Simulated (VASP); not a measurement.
Write the native input for VASP 6.6.1 that does the following.

| Quantity | Value |
| --- | --- |
| Task | relaxation of cell and atoms |
| Functional | LDA |
| Potentials or basis | VASP PAW LDA potentials, release 64 (Pb_d, Te) |
| Cutoff | 500 eV |
| k mesh | 10 × 10 × 10 |
| Occupations | gaussian, width 0.02 eV |
| Spin | no spin polarisation |
| Dipole correction | no |
| Further INCAR settings | ALGO = Normal; EDIFF = 1e-07; IBRION = 2; EDIFFG = -0.002; NSW = 100; ISIF = 3 |

The structure of TePb lies in POSCAR:

```
TePb
1.0
    0.0000000000      3.1904425253      3.1904425253
    3.1904425253      0.0000000000      3.1904425253
    3.1904425253      3.1904425253      0.0000000000
Pb Te
1 1
Direct
    0.0000000000      0.0000000000      0.0000000000
    0.5000000000      0.5000000000      0.5000000000
```

These files were run (other wordings do the same):

INCAR

```
SYSTEM = TePb
PREC = Accurate
ENCUT = 500
EDIFF = 1E-7
ISMEAR = 0
SIGMA = 0.02
LREAL = .FALSE.
LASPH = .TRUE.
NELM = 120
ALGO = Normal
ISIF = 3
LWAVE = .FALSE.
LCHARG = .FALSE.
GGA = CA
IBRION = 2
NSW = 100
EDIFFG = -0.002
GGA_COMPAT = .FALSE.
NELMIN = 4
```

KPOINTS

```
regular mesh
0
G
  10 10 10
  0 0 0
```

Potentials or basis: VASP PAW LDA potentials, release 64 (Pb_d, Te).

Run with:

```bash
$ cat potpaw_LDA.64/Pb_d/POTCAR potpaw_LDA.64/Te/POTCAR > POTCAR
$ mpirun -np 1 vasp_std > vasp.out
```

It gave:

The relaxed volume is 32.51 Å³/atom, the relaxed cell is a = 4.514 Å, b = 4.514 Å, c = 4.514 Å, α = 60.00°, β = 60.00°, γ = 60.00° and the space group after relaxing (to 0.1 Å) is Fm-3m (No. 225). The energy gained by relaxing is 0.0 meV/atom, the ionic steps are 4 and the pressure after relaxing is 0.0 GPa. The band gap on the k mesh is 0.56 eV.

Caveat: spin-orbit coupling is left out, which moves the levels of the heavy elements.

Wall time 72 s on 1 thread of Intel(R) Xeon(R) Platinum 8375C CPU @ 2.90GHz (Ice Lake), on a shared host, peak memory 0.2 GiB.
